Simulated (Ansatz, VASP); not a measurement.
## Two plane-wave programs on Tl

Contents of INCAR:

```
PREC = Accurate ; ENCUT = 600
EDIFF = 1E-6 ; ISMEAR = 0
SIGMA = 0.1 ; LREAL = F
LASPH = T ; NELM = 100
ALGO = Fast ; ISIF = 3
LWAVE = F ; LCHARG = F
GGA = PE ; IBRION = 2
NSW = 80 ; EDIFFG = -0.01
```

File KPOINTS:

```
Automatic mesh
0
Gamma
  16 16 16
```

File POSCAR:

```
Tl
1.0
   -2.0036635363      2.0036635363      1.9346952254
    2.0036635363     -2.0036635363      1.9346952254
    2.0036635363      2.0036635363     -1.9346952254
Tl
1
Direct
    0.0000000000      0.0000000000      0.0000000000
```

Input for Ansatz:

```yaml
crystal:
  lattice:
    - [-2.0036635363, 2.0036635363, 1.9346952254]
    - [2.0036635363, -2.0036635363, 1.9346952254]
    - [2.0036635363, 2.0036635363, -1.9346952254]
  atoms:
    - { symbol: Tl, position: [0.0, 0.0, 0.0] }
basis:
  ecutwfc: 420
kpoints:
  mp_grid: { grid: [16, 16, 16] }
hamiltonian:
  xc: pbe
scf:
  occupations: { method: gaussian, width: 0.1 }
output:
  forces: true
  stress: true
  eigenvalues: true
relax:
  adjacent_minimum: "off"
  f_tol: 0.01
  max_steps: 60
  cell: { stress_tol: 0.1 }
```

Alike in both runs: task relaxation of cell and atoms; functional PBE; k mesh 16 × 16 × 16; occupations gaussian, width 0.1 eV; no spin polarisation.

|  | VASP | Ansatz |
| --- | --- | --- |
| version | VASP 6.6.1 | Ansatz 0.2.0 |
| potentials or method | VASP PAW PBE potentials, release 64 (Tl_d), cutoff 600 eV | scalar-relativistic, plane waves, PAW |
| valence electrons in the cell | 13 | 13 |

|  | VASP | Ansatz | Ansatz less VASP |
| --- | --- | --- | --- |
| gap on the k mesh at the Fermi level, each at its own relaxed structure (eV) | none | none | - |
| relaxed volume (Å³/atom) | 31.37 | 31.42 | +0.047 |
| relaxed length of the cell vector where the two differ most in proportion (Å) | 3.442 | 3.443 | +0.0019 |

A gap of «none» marks a metal or a gap that the smearing closes.

Spin-orbit coupling is off throughout.
